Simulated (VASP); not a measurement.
# Pd in VASP: single point with LDA

Aim: the single point of Pd with LDA.

Everything below comes from runs of VASP 6.6.1. Logs are shortened: lines on timing, memory, paths and dates and some standing lists are left out, and cuts for length are marked.

### Step 1. The cell of the first run

The cell holds a molecule in a box, 1 atom: a = 15.000 Å, b = 15.500 Å, c = 16.000 Å, α = 90.00°, β = 90.00°, γ = 90.00°.

### Step 2. Single point, LDA

Input file INCAR:

```
PREC     = Accurate       # precision mode
ENCUT    = 400            # plane-wave cutoff, eV
EDIFF    = 1E-6           # SCF threshold, eV
ISMEAR   = 0              # smearing method
SIGMA    = 0.005          # smearing width, eV
LREAL    = False          # projectors in reciprocal space
LASPH    = True           # aspherical terms in the spheres
NELM     = 120            # most SCF steps
ALGO     = Normal         # electronic algorithm
ISIF     = 2              # what is computed and relaxed
LWAVE    = False          # write WAVECAR
LCHARG   = True           # write CHGCAR
GGA      = CA             # functional
LELF     = True           # ELF
LVHAR    = True         
ISYM     = 0            
NBANDS   = 11             # bands
GGA_COMPAT= False        
NELMDL   = -8
```

Input file KPOINTS:

```
Automatic mesh
0
Gamma
  1 1 1
```

Input file POSCAR:

```
Pd
1.0
   15.0000000000      0.0000000000      0.0000000000
    0.0000000000     15.5000000000      0.0000000000
    0.0000000000      0.0000000000     16.0000000000
Pd
1
Direct
    0.5000000000      0.5000000000      0.5000000000
```

Potentials or basis: VASP PAW LDA potentials, release 64 (Pd).

Launch:

```
$ cat potpaw_LDA.64/Pd/POTCAR > POTCAR
$ mpirun -np 1 vasp_gam > vasp.out
```

OUTCAR:

```text
PREC = Accurate
   ENCUT = 400
   EDIFF = 1E-6
   ISMEAR = 0
   LREAL = False
   LASPH = True
   NELM = 120
   ISIF = 2
   GGA = CA
   ISYM = 0
   NELMDL = -8

 ion  position               nearest neighbor table
   1  0.500  0.500  0.500-

IMPORTANT INFORMATION: All symmetrisations will be switched off!
NOSYMM: (Re-)initialisation of all symmetry stuff for point group C_1.

----------------------------------------------------------------------------------------

                                     Primitive cell

  volume of cell :    3720.0000

  direct lattice vectors                    reciprocal lattice vectors
    15.000000000  0.000000000  0.000000000     0.066666667  0.000000000  0.000000000
     0.000000000 15.500000000  0.000000000     0.000000000  0.064516129  0.000000000
     0.000000000  0.000000000 16.000000000     0.000000000  0.000000000  0.062500000

  length of vectors
    15.000000000 15.500000000 16.000000000     0.066666667  0.064516129  0.062500000

  position of ions in fractional coordinates (direct lattice)
     0.500000000  0.500000000  0.500000000

  ion indices of the primitive-cell ions
   primitive index   ion index
                 1           1

----------------------------------------------------------------------------------------

 KPOINTS: Automatic mesh

Automatic generation of k-mesh.
 Grid dimensions read from file:
 generate k-points for:    1    1    1

 Generating k-lattice:

  Cartesian coordinates                     Fractional coordinates (reciprocal lattice)
     0.066666667  0.000000000  0.000000000     1.000000000  0.000000000  0.000000000
     0.000000000  0.064516129  0.000000000     0.000000000  1.000000000  0.000000000
     0.000000000  0.000000000  0.062500000     0.000000000  0.000000000  1.000000000

  Length of vectors
     0.066666667  0.064516129  0.062500000

  Shift w.r.t. Gamma in fractional coordinates (k-lattice)
     0.000000000  0.000000000  0.000000000

 Subroutine IBZKPT returns following result:
 ===========================================

 Found      1 irreducible k-points:

 Following reciprocal coordinates:
            Coordinates               Weight
  0.000000  0.000000  0.000000      1.000000
   k-points           NKPTS =      1   k-points in BZ     NKDIM =      1   number of bands    NBANDS=     11
   number of dos      NEDOS =    301   number of ions     NIONS =      1
   total plane-waves  NPLWV = ******
   dimension x,y,z NGX =    98 NGY =  108 NGZ =  108
   dimension x,y,z NGXF=   196 NGYF=  216 NGZF=  216
   ions per type =               1
   NGX,Y,Z   is equivalent  to a cutoff of  10.86, 11.58, 11.22 a.u.
   NGXF,Y,Z  is equivalent  to a cutoff of  21.72, 23.17, 22.44 a.u.
 SYSTEM =  unknown system
   PREC   = accura    normal or accurate (medium, high low for compatibility)
   ISTART =      0    job   : 0-new  1-cont  2-samecut
   ICHARG =      2    charge: 1-file 2-atom 10-const
   ISPIN  =      1    spin polarized calculation?
   LNONCOLLINEAR =      F non collinear calculations
   LSORBIT =      F    spin-orbit coupling
   LASPH  =      T    aspherical Exc in radial PAW
   ENCUT  =  400.0 eV  29.40 Ry    5.42 a.u.  24.46 25.28 26.09*2*pi/ulx,y,z
   NELM   =    120;   NELMIN=  2; NELMDL= -8     # of ELM steps
   EDIFF  = 0.1E-05   stopping-criterion for ELM
   LREAL  =      F    real-space projection
   EDIFFG = 0.1E-04   stopping-criterion for IOM
   NSW    =      0    number of steps for IOM
   IBRION =     -1    ionic relax: 0-MD 1-quasi-New 2-CG
   NFREE  =      0    steps in history (QN), initial steepest desc. (CG)
   ISIF   =      2    stress and relaxation
   ISYM   =      0    0-nonsym 1-usesym 2-fastsym
   POTIM  = 0.5000    time-step for ionic-motion
   TEBEG  =    0.0;   TEEND  =   0.0 temperature during run
   PSTRESS=    0.0 pullay stress
   NELECT =      10.0000    total number of electrons
   NUPDOWN=      -1.0000    fix difference up-down
   EMIN   =  10.00;   EMAX   =-10.00  energy-range for DOS
   EFERMI =   0.00;   METHOD = LEGACY
   ISMEAR =     0;   SIGMA  =   0.01  broadening in eV -4-tet -1-fermi 0-gaus
   EFERMI_NEDOS =   21; number of points for ismear=-14 and -15
   IALGO  =     38    algorithm
   IMIX   =      4    mixing-type and parameters
     AMIX     =   0.40;   BMIX     =  1.00
     AMIX_MAG =   1.60;   BMIX_MAG =  1.00
  volume/ion in A,a.u.               =    3720.00     25103.80
  Fermi-wavevector in a.u.,A,eV,Ry     =   0.227629  0.430156  0.704984  0.051815
  Thomas-Fermi vector in A             =   1.017343
   LORBIT       =      0    0 simple, 1 ext, 2 COOP (PROOUT), +10 PAW based schemes
   GGA     = CA    functional components
   LHFCALC =     F    Hartree Fock is set to
   AEXX    =    0.0000 exact exchange contribution
   IVDW    =     0    specifies the selected vdW correction
   LEPSILON=     F    determine dielectric tensor
   LRPA    =     F    only Hartree local field effects (RPA)
 non-spin polarized calculation
 Gauss-broadening in eV      SIGMA  =   0.01
  energy-cutoff  :      400.00
  volume of cell :     3720.00
 maximum number of plane-waves:     33758
 NGX is ok and might be reduce to    98
   NGX = 49   NGY = 51   NGZ = 53

 number of electron      10.0000000 magnetization

 number of electron       9.9999998 magnetization

 Free energy of the ion-electron system (eV)
  ---------------------------------------------------
  ext. energy  EPLUGINS =         0.00000000
  ---------------------------------------------------
  free energy    TOTEN  =        -1.43527446 eV

  energy without entropy =       -1.43527446  energy(sigma->0) =       -1.43527446

 E-fermi :  -4.2056     XC(G=0):  -0.2448

 val. band max:       -4.2340244315   @ k =   0.0000   0.0000   0.0000
 cond. band min:      -3.5649806420   @ k =   0.0000   0.0000   0.0000
 fundamental gap:      0.6690437894
 Fermi energy:        -4.2055788290

 k-point     1 :       0.0000    0.0000    0.0000
  band No.  band energies     occupation
      1      -4.2340      2.00000
      2      -4.2340      2.00000
      3      -4.2340      2.00000
      4      -4.2340      2.00000
      5      -4.2340      2.00000
      6      -3.5650      0.00000
      7      -0.3028      0.00000
      8      -0.2997      0.00000
      9      -0.2961      0.00000
     10       0.0131      0.00000
     11       0.5751      0.00000

------------------------ aborting loop because EDIFF is reached ----------------------------------------

  FORCE on cell =-STRESS in cart. coord.  units (eV):
  Direction    XX          YY          ZZ          XY          YZ          ZX
  --------------------------------------------------------------------------------------
  -------------------------------------------------------------------------------------
  Total       -0.0649773     -0.0647675     -0.0668764     -0.0000001     -0.0000002     -0.0000002
  in kB       -0.0279853     -0.0278949     -0.0288032     -0.0000001     -0.0000001     -0.0000001
  external PRESSURE =      -0.0282278 kB  Pullay stress =       0.0000000 kB

 VOLUME and BASIS-vectors are now :
 -----------------------------------------------------------------------------
  energy-cutoff  :      400.00
  volume of cell :     3720.00
      direct lattice vectors                 reciprocal lattice vectors
    15.000000000  0.000000000  0.000000000     0.066666667  0.000000000  0.000000000
     0.000000000 15.500000000  0.000000000     0.000000000  0.064516129  0.000000000
     0.000000000  0.000000000 16.000000000     0.000000000  0.000000000  0.062500000

 POSITION                                       TOTAL-FORCE (eV/Angst)
 -----------------------------------------------------------------------------------
      7.50000      7.75000      8.00000        -0.000000     -0.000000      0.000000
 -----------------------------------------------------------------------------------
    total drift:                               -0.000000     -0.000000      0.000000

  FREE ENERGIE OF THE ION-ELECTRON SYSTEM (eV)
  ---------------------------------------------------
  free  energy   TOTEN  =        -1.4352744588 eV

  energy  without entropy=       -1.4352744588  energy(sigma->0) =       -1.43527446
```

Wall time 62 s (1 thread of Intel Xeon 6975P-C (Granite Rapids), shared host); peak memory 1.1 GiB.

What came out:

| Item | Value |
| --- | --- |
| Free energy | -1.4353 eV |
| Gap between the frontier levels | 0.67 eV |
